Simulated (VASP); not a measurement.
A run of VASP 6.6.1:

POSCAR

```
Ge
1.0
    0.0042553103      2.8368735121      2.8368735121
    2.8368735121      0.0042553103      2.8368735121
    2.8411288224      2.8411288224      0.0000000000
Ge
2
Direct
    0.0001855777      0.0001855777     -0.0001855777
    0.2498144223      0.2498144223      0.2501855777
```

The input INCAR.step1:

```
SYSTEM = Ge
PREC = Accurate
ENCUT = 520
ISMEAR = -1
SIGMA = 0.02
LREAL = .False.
LASPH = .True.
NELM = 100
NBANDS = 21
GGA = PE
ALGO = Normal
EDIFF = 1E-4
LWAVE = .True.
LCHARG = .False.
```

Contents of INCAR.step2:

```
SYSTEM = Ge
PREC = Accurate
ENCUT = 520
EDIFF = 1E-6
ISMEAR = -1
SIGMA = 0.02
LREAL = .False.
LASPH = .True.
NELM = 100
ALGO = Normal
ISIF = 2
LWAVE = .False.
LCHARG = .False.
METAGGA = R2SCAN
LMIXTAU = .True.
NBANDS = 21
ISTART = 1
```

The input KPOINTS:

```
regular mesh
0
Gamma
  8 8 8
  0 0 0
```

Potentials or basis: VASP PAW PBE potentials, release 64 (Ge_d).

Launch:

```bash
$ cat potpaw_PBE.64/Ge_d/POTCAR > POTCAR
$ cp INCAR.step1 INCAR
$ mpirun -np 1 vasp_std > vasp.out
$ cp INCAR.step2 INCAR
$ mpirun -np 1 vasp_std > vasp.out
```

Hardware: 1 thread of AMD EPYC 7R43 64-Core Processor (Zen 3) (shared host).

Q: Estimate the wall time of this run.

A: Wall time 4.7 min on 1 thread of AMD EPYC 7R43 64-Core Processor (Zen 3), with other jobs on the host, peak memory 0.18 GiB. Counts: k points 95.
